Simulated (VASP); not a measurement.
# SrO (Fm-3m) in VASP: settings compared

SrO is run at these levels: HSE06, B3LYP; tasks: single point.

Everything below comes from runs of VASP 6.6.1. Logs are shortened: lines on timing, memory, paths and dates and some standing lists are left out, and cuts for length are marked.

### 1 The cell of the first run

Symmetry: Fm-3m, No. 225, cubic system. The conventional cell has a = 5.133 Å, b = 5.133 Å, c = 5.133 Å, α = 90.00°, β = 90.00°, γ = 90.00°. Sr (site symmetry m-3m) has 6 O at 2.57 Å within 3.4 Å. O (site symmetry m-3m) has 6 Sr at 2.57 Å within 3.4 Å.

### 2 Single point, HSE06

Input file POSCAR:

```
SrO
1.0
    0.0000000000      2.5663000000      2.5663000000
    2.5663000000      0.0000000000      2.5663000000
    2.5663000000      2.5663000000      0.0000000000
Sr O
1 1
Direct
    0.5000000000      0.5000000000      0.5000000000
    0.0000000000      0.0000000000      0.0000000000
```

Input file INCAR.step1:

```
SYSTEM = SrO
ALGO = Normal
EDIFF = 1E-5
ENCUT = 520
GGA = PE
GGA_COMPAT = .False.
ISIF = 2
ISMEAR = 0
LASPH = .True.
LCHARG = .False.
LREAL = .False.
LWAVE = .True.
NBANDS = 15
NELM = 120
PREC = Accurate
SIGMA = 0.01
```

Input file INCAR.step2:

```
SYSTEM = SrO
ALGO = Normal
EDIFF = 1E-6
ENCUT = 520
GGA = PE
GGA_COMPAT = .False.
HFSCREEN = 0.2079
ISIF = 2
ISMEAR = 0
ISTART = 1
LASPH = .True.
LCHARG = .False.
LHFCALC = .True.
LREAL = .False.
LWAVE = .False.
NBANDS = 15
NELM = 120
PREC = Accurate
PRECFOCK = Normal
SIGMA = 0.01
```

Input file KPOINTS:

```
k-points
0
Gamma
  4 4 4
  0 0 0
```

Potentials or basis: VASP PAW PBE potentials, release 64 (Sr_sv, O).

On the command line:

```sh
$ cat potpaw_PBE.64/Sr_sv/POTCAR potpaw_PBE.64/O/POTCAR > POTCAR
$ cp INCAR.step1 INCAR
$ mpirun -np 1 vasp_std > vasp.out
$ cp INCAR.step2 INCAR
$ mpirun -np 1 vasp_std > vasp.out
```

OUTCAR:

```text
SYSTEM = SrO
   EDIFF = 1E-6
   ENCUT = 520
   GGA = PE
   HFSCREEN = 0.2079
   ISIF = 2
   ISMEAR = 0
   ISTART = 1
   LASPH = .True.
   LHFCALC = .True.
   LREAL = .False.
   NELM = 120
   PREC = Accurate
   PRECFOCK = Normal

 ion  position               nearest neighbor table
   1  0.500  0.500  0.500-   2 2.57   2 2.57   2 2.57   2 2.57   2 2.57   2 2.57
   2  0.000  0.000  0.000-   1 2.57   1 2.57   1 2.57   1 2.57   1 2.57   1 2.57

  LATTYP: Found a face centered cubic cell.
 ALAT       =     5.1326000000

  Lattice vectors:

 A1 = (   0.0000000000,   2.5663000000,   2.5663000000)
 A2 = (   2.5663000000,   0.0000000000,   2.5663000000)
 A3 = (   2.5663000000,   2.5663000000,   0.0000000000)

Analysis of symmetry for initial positions (statically):
=====================================================================
 Subroutine PRICEL returns:
 Original cell was already a primitive cell.

 Routine SETGRP: Setting up the symmetry group for a
 face centered cubic supercell.

 Subroutine GETGRP returns: Found 48 space group operations
 (whereof 48 operations were pure point group operations)
 out of a pool of 48 trial point group operations.

The static configuration has the point symmetry O_h .

Analysis of symmetry for dynamics (positions and initial velocities):
=====================================================================
 Subroutine PRICEL returns:
 Original cell was already a primitive cell.

 Routine SETGRP: Setting up the symmetry group for a
 face centered cubic supercell.

 Subroutine GETGRP returns: Found 48 space group operations
 (whereof 48 operations were pure point group operations)
 out of a pool of 48 trial point group operations.

The dynamic configuration has the point symmetry O_h .

 Subroutine INISYM returns: Found 48 space group operations
 (whereof 48 operations are pure point group operations),
 and found     1 'primitive' translations

----------------------------------------------------------------------------------------

                                     Primitive cell

  volume of cell :      33.8028

  direct lattice vectors                    reciprocal lattice vectors
     0.000000000  2.566300000  2.566300000    -0.194833028  0.194833028  0.194833028
     2.566300000  0.000000000  2.566300000     0.194833028 -0.194833028  0.194833028
     2.566300000  2.566300000  0.000000000     0.194833028  0.194833028 -0.194833028

  length of vectors
     3.629296265  3.629296265  3.629296265     0.337460704  0.337460704  0.337460704

  position of ions in fractional coordinates (direct lattice)
     0.500000000  0.500000000  0.500000000
     0.000000000  0.000000000  0.000000000

  ion indices of the primitive-cell ions
   primitive index   ion index
                 1           1
                 2           2

----------------------------------------------------------------------------------------

 KPOINTS: k-points

Automatic generation of k-mesh.
 Grid dimensions read from file:
 generate k-points for:    4    4    4

 Generating k-lattice:

  Cartesian coordinates                     Fractional coordinates (reciprocal lattice)
    -0.048708257  0.048708257  0.048708257     0.250000000  0.000000000  0.000000000
     0.048708257 -0.048708257  0.048708257     0.000000000  0.250000000  0.000000000
     0.048708257  0.048708257 -0.048708257     0.000000000  0.000000000  0.250000000

  Length of vectors
     0.084365176  0.084365176  0.084365176

  Shift w.r.t. Gamma in fractional coordinates (k-lattice)
     0.000000000  0.000000000  0.000000000

 Subroutine IBZKPT returns following result:
 ===========================================

 Found      8 irreducible k-points:

 Following reciprocal coordinates:
            Coordinates               Weight
  0.000000  0.000000  0.000000      1.000000
  0.250000  0.000000  0.000000      8.000000
  0.500000  0.000000  0.000000      4.000000
  0.250000  0.250000  0.000000      6.000000
  0.500000  0.250000  0.000000     24.000000
 -0.250000  0.250000  0.000000     12.000000
  0.500000  0.500000  0.000000      3.000000
 -0.250000  0.500000  0.250000      6.000000
   k-points           NKPTS =      8   k-points in BZ     NKDIM =     64   number of bands    NBANDS=     15
   number of dos      NEDOS =    301   number of ions     NIONS =      2
   total plane-waves  NPLWV =  21952
   dimension x,y,z NGX =    28 NGY =   28 NGZ =   28
   dimension x,y,z NGXF=    56 NGYF=   56 NGZF=   56
   ions per type =               1   1
   NGX,Y,Z   is equivalent  to a cutoff of  12.83, 12.83, 12.83 a.u.
   NGXF,Y,Z  is equivalent  to a cutoff of  25.65, 25.65, 25.65 a.u.
 SYSTEM =  SrO
   PREC   = accura    normal or accurate (medium, high low for compatibility)
   ISTART =      1    job   : 0-new  1-cont  2-samecut
   ICHARG =      0    charge: 1-file 2-atom 10-const
   ISPIN  =      1    spin polarized calculation?
   LNONCOLLINEAR =      F non collinear calculations
   LSORBIT =      F    spin-orbit coupling
   LASPH  =      T    aspherical Exc in radial PAW
   ENCUT  =  520.0 eV  38.22 Ry    6.18 a.u.   6.75  6.75  6.75*2*pi/ulx,y,z
   NELM   =    120;   NELMIN=  2; NELMDL=  0     # of ELM steps
   EDIFF  = 0.1E-05   stopping-criterion for ELM
   LREAL  =      F    real-space projection
   EDIFFG = 0.1E-04   stopping-criterion for IOM
   NSW    =      0    number of steps for IOM
   IBRION =     -1    ionic relax: 0-MD 1-quasi-New 2-CG
   NFREE  =      0    steps in history (QN), initial steepest desc. (CG)
   ISIF   =      2    stress and relaxation
   ISYM   =      3    0-nonsym 1-usesym 2-fastsym
   POTIM  = 0.5000    time-step for ionic-motion
   TEBEG  =    0.0;   TEEND  =   0.0 temperature during run
   PSTRESS=    0.0 pullay stress
   NELECT =      16.0000    total number of electrons
   NUPDOWN=      -1.0000    fix difference up-down
   EMIN   =  10.00;   EMAX   =-10.00  energy-range for DOS
   EFERMI =   0.00;   METHOD = LEGACY
   ISMEAR =     0;   SIGMA  =   0.01  broadening in eV -4-tet -1-fermi 0-gaus
   EFERMI_NEDOS =   21; number of points for ismear=-14 and -15
   IALGO  =     38    algorithm
   IMIX   =      1    mixing-type and parameters
     AMIX     =   0.40;   BMIX     =  1.00
     AMIX_MAG =   1.60;   BMIX_MAG =  1.00
  volume/ion in A,a.u.               =      16.90       114.06
  Fermi-wavevector in a.u.,A,eV,Ry     =   1.275843  2.410995 22.147245  1.627777
  Thomas-Fermi vector in A             =   2.408533
   LORBIT       =      0    0 simple, 1 ext, 2 COOP (PROOUT), +10 PAW based schemes
   GGA     = PE    functional components
   LHFCALC =     T    Hartree Fock is set to
   PRECFOCK=normal    Normal, Fast or Accurate (Low or Medium for compatibility)
   ENCUT4O =  -1.0   cutoff for four orbital integrals eV
   NKREDX  =     1    reduce k-point grid by
   NKREDY  =     1    reduce k-point grid by
   NKREDZ  =     1    reduce k-point grid by
   AEXX    =    0.2500 exact exchange contribution
   HFSCREEN=    0.2079 screening length (either q_TF or 0.3 A-1)
   HFSCREENC=   0.2079 screening length for correlation (either q_TF or 0.3 A-1)
   ENCUTFOCK=  -1.0 apply spherical cutoff to Coloumb kernel
   IVDW    =     0    specifies the selected vdW correction
   LEPSILON=     F    determine dielectric tensor
   LRPA    =     F    only Hartree local field effects (RPA)
 non-spin polarized calculation
 Gauss-broadening in eV      SIGMA  =   0.01
  energy-cutoff  :      520.00
  volume of cell :       33.80
 maximum number of plane-waves:       941
 NGX is ok and might be reduce to    28
  NGX = 24; NGY = 24; NGZ = 24

 number of electron      15.9999996 magnetization

 Free energy of the ion-electron system (eV)
  ---------------------------------------------------
  ext. energy  EPLUGINS =         0.00000000
  ---------------------------------------------------
  free energy    TOTEN  =       -14.17802334 eV

  energy without entropy =      -14.17802334  energy(sigma->0) =      -14.17802334

 E-fermi :   0.6915     XC(G=0):  -8.2847

 val. band max:        0.6230196048   @ k =   0.0000   0.0000   0.0000
 cond. band min:       5.3621425815   @ k =   0.5000   0.5000   0.0000
 fundamental gap:      4.7391229767
 Fermi energy:         0.6915194792

 k-point     1 :       0.0000    0.0000    0.0000
  band No.  band energies     occupation
      1     -33.6872      2.00000
      2     -15.9444      2.00000
      3     -14.0302      2.00000
      4     -14.0302      2.00000
      5     -14.0302      2.00000
      6       0.6230      2.00000
      7       0.6230      2.00000
      8       0.6230      2.00000
      9       6.1360      0.00000
     10       8.5078      0.00000
     11       8.5078      0.00000
     12       8.5078      0.00000
     13      10.7699      0.00000
     14      10.7699      0.00000
     15      14.9394      0.00000

 k-point     2 :       0.2500    0.0000    0.0000
  band No.  band energies     occupation
      1     -33.6117      2.00000
      2     -16.7213      2.00000
      3     -14.0691      2.00000
      4     -14.0691      2.00000
      5     -13.4191      2.00000
      6      -0.6879      2.00000
      7      -0.0328      2.00000
      8      -0.0328      2.00000
      9       8.2505      0.00000
     10       8.4495      0.00000
     11       9.7200      0.00000
     12       9.7200      0.00000
     13      12.3166      0.00000
     14      12.3167      0.00000
     15      18.1384      0.00000
[... 77 lines left out ...]
      3     -15.0679      2.00000
      4     -14.4269      2.00000
      5     -14.4269      2.00000
      6       0.1529      2.00000
      7       0.5263      2.00000
      8       0.5263      2.00000
      9       5.3621      0.00000
     10      10.2299      0.00000
     11      12.7034      0.00000
     12      12.8352      0.00000
     13      13.7397      0.00000
     14      13.7397      0.00000
     15      16.2864      0.00000

 k-point     8 :      -0.2500    0.5000    0.2500
  band No.  band energies     occupation
      1     -33.4892      2.00000
      2     -16.4761      2.00000
      3     -14.7557      2.00000
      4     -14.7557      2.00000
      5     -13.5900      2.00000
      6      -0.5851      2.00000
      7       0.1676      2.00000
      8       0.1676      2.00000
      9       8.2772      0.00000
     10       8.2772      0.00000
     11      11.0954      0.00000
     12      13.7585      0.00000
     13      14.0219      0.00000
     14      15.3686      0.00000
     15      17.3143      0.00000

------------------------ aborting loop because EDIFF is reached ----------------------------------------

  FORCE on cell =-STRESS in cart. coord.  units (eV):
  Direction    XX          YY          ZZ          XY          YZ          ZX
  --------------------------------------------------------------------------------------
  -------------------------------------------------------------------------------------
  Total        0.3678546      0.3678546      0.3678546     -0.0000000     -0.0000000     -0.0000000
  in kB       17.4355056     17.4355056     17.4355056     -0.0000000     -0.0000000     -0.0000000
  external PRESSURE =      17.4355056 kB  Pullay stress =       0.0000000 kB

 VOLUME and BASIS-vectors are now :
 -----------------------------------------------------------------------------
  energy-cutoff  :      520.00
  volume of cell :       33.80
      direct lattice vectors                 reciprocal lattice vectors
     0.000000000  2.566300000  2.566300000    -0.194833028  0.194833028  0.194833028
     2.566300000  0.000000000  2.566300000     0.194833028 -0.194833028  0.194833028
     2.566300000  2.566300000  0.000000000     0.194833028  0.194833028 -0.194833028

 POSITION                                       TOTAL-FORCE (eV/Angst)
 -----------------------------------------------------------------------------------
      2.56630      2.56630      2.56630        -0.000000     -0.000000     -0.000000
      0.00000      0.00000      0.00000         0.000000      0.000000      0.000000
 -----------------------------------------------------------------------------------
    total drift:                               -0.000000      0.000000      0.000000

  FREE ENERGIE OF THE ION-ELECTRON SYSTEM (eV)
  ---------------------------------------------------
  free  energy   TOTEN  =       -14.1780233391 eV

  energy  without entropy=      -14.1780233391  energy(sigma->0) =      -14.17802334
```

It used 830 s of CPU time on 1 thread of AMD EPYC 7R13 Processor (Zen 3), with other jobs on the host.

Results:

| Item | Value |
| --- | --- |
| Free energy | -14.1780 eV |
| Pressure | 1.7 GPa |
| Band gap on the k mesh | 4.74 eV, indirect (least direct gap 4.84 eV) |

Levels at points of the mesh, in eV from the valence-band top:
| k point | band 5 | band 6 | band 7 | band 8 | band 9 | band 10 | band 11 | band 12 |
| --- | --- | --- | --- | --- | --- | --- | --- | --- |
| (0.00, 0.00, 0.00) | -14.65 | 0.00 | 0.00 | 0.00 | 5.51 | 7.88 | 7.88 | 7.88 |
| (0.50, 0.00, 0.00) | -13.65 | -2.28 | -1.21 | -1.21 | 8.27 | 10.03 | 10.74 | 10.74 |
| (0.50, 0.50, 0.00) | -15.05 | -0.47 | -0.10 | -0.10 | 4.74 | 9.61 | 12.08 | 12.21 |

Caveat: the k points lie up to 0.53 Å⁻¹ apart; the PAW data sets were made with another functional, which shifts forces and pressure a little.

### 3 Single point, B3LYP

POSCAR is that of step 2.

Input file INCAR.step1:

```
  PREC = Accurate
  ENCUT = 520
  EDIFF = 1E-5
  ISMEAR = 0
  SIGMA = 0.01
  LREAL = False
  LASPH = True
  NELM = 120
  ALGO = Normal
  ISIF = 2
  LWAVE = True
  GGA = PE
  NBANDS = 15
  GGA_COMPAT = False
```

Input file INCAR.step2:

```
  PREC = Accurate
  ENCUT = 520
  EDIFF = 1E-6
  ISMEAR = 0
  SIGMA = 0.01
  LREAL = False
  LASPH = True
  NELM = 120
  ALGO = Normal
  ISIF = 2
  LWAVE = False
  LCHARG = True
  GGA = B3
  LHFCALC = True
  AEXX = 0.2
  AGGAX = 0.72
  AGGAC = 0.81
  ALDAC = 0.19
  PRECFOCK = Normal
  LELF = True
  LVHAR = True
  ISTART = 1
  NBANDS = 15
  GGA_COMPAT = False
```

Input file KPOINTS:

```
regular mesh
0
Gamma
  4 4 4
```

Potentials or basis: VASP PAW PBE potentials, release 64 (Sr_sv, O).

On the command line:

```sh
$ cat potpaw_PBE.64/Sr_sv/POTCAR potpaw_PBE.64/O/POTCAR > POTCAR
$ cp INCAR.step1 INCAR
$ mpirun -np 1 vasp_std > vasp.out
$ cp INCAR.step2 INCAR
$ mpirun -np 1 vasp_std > vasp.out
```

Run time: 12 min. Hardware: 1 thread of AMD EPYC 7R13 (Zen 3), shared host; peak memory 0.14 GiB.

The run converged. Its results:

```yaml
Free_energy: -13.8301 eV
Pressure: 4.3 GPa
Band_gap_on_the_k_mesh: 5.18 eV, indirect (least direct gap 5.27 eV)
```

Levels at points of the mesh, in eV from the valence-band top:
```
           k point  band 6  band 7  band 8  band 9  band 10  band 11
(0.00, 0.00, 0.00)    0.00    0.00    0.00    6.03     8.19     8.19
(0.50, 0.00, 0.00)   -2.23   -1.20   -1.20    8.64    10.62    10.98
(0.50, 0.50, 0.00)   -0.44   -0.09   -0.09    5.18     9.92    12.32
```

Caveat: the k points lie up to 0.53 Å⁻¹ apart; the PAW data sets were made with another functional, which shifts forces and pressure a little.
